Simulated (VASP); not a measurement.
Here is a VASP 6.6.1 calculation.

File INCAR:

```
SYSTEM = AlV2C
PREC = Accurate
ENCUT = 600
EDIFF = 1E-7
ISMEAR = 0
SIGMA = 0.1
LREAL = .False.
LASPH = .True.
NELM = 80
ALGO = Normal
ISIF = 3
LWAVE = .False.
LCHARG = .False.
GGA = CA
IBRION = 2
NSW = 70
EDIFFG = -0.005
```

The input KPOINTS:

```
Automatic mesh
0
Gamma
  15 15 4
  0 0 0
```

The input POSCAR:

```
AlV2C
1.0
    2.9064461792      0.0000000000      0.0000000000
   -1.4532230896      2.5170562259      0.0000000000
    0.0000000000      0.0000000000     13.1347117301
Al V C
2 4 2
Direct
    0.3333333333      0.6666666667      0.2500000000
    0.6666666667      0.3333333333      0.7500000000
    0.3333333333      0.6666666667      0.5849724962
    0.6666666667      0.3333333333      0.4150275038
    0.6666666667      0.3333333333      0.0849724962
    0.3333333333      0.6666666667      0.9150275038
    0.0000000000      0.0000000000      0.0000000000
    0.0000000000      0.0000000000      0.5000000000
```

Potentials or basis: VASP PAW LDA potentials, release 64 (Al, V_sv, C).

Launch:

```console
$ cat potpaw_LDA.64/Al/POTCAR potpaw_LDA.64/V_sv/POTCAR potpaw_LDA.64/C/POTCAR > POTCAR
$ mpirun -np 1 vasp_std > vasp.out
```

Q: What does it give for the space group after relaxing (to 0.05 Å)?

A: P6_3/mmc (No. 194).

Q: What does it give for the relaxed cell?

A: a = 2.861 Å, b = 2.861 Å, c = 12.907 Å, α = 90.00°, β = 90.00°, γ = 120.00°.

Q: Estimate the band gap on the k mesh.

A: Zero (band 33 reaches 10.79 eV, above the bottom of band 34 at 9.06 eV).

Forces on the atoms (eV/Å):
```
Al   0.000  0.000  0.000
Al   0.000  0.000  0.000
V    0.000  0.000 -0.004
V    0.000  0.000  0.004
V    0.000  0.000 -0.004
V    0.000  0.000  0.004
C    0.000  0.000  0.000
C    0.000  0.000  0.000
```
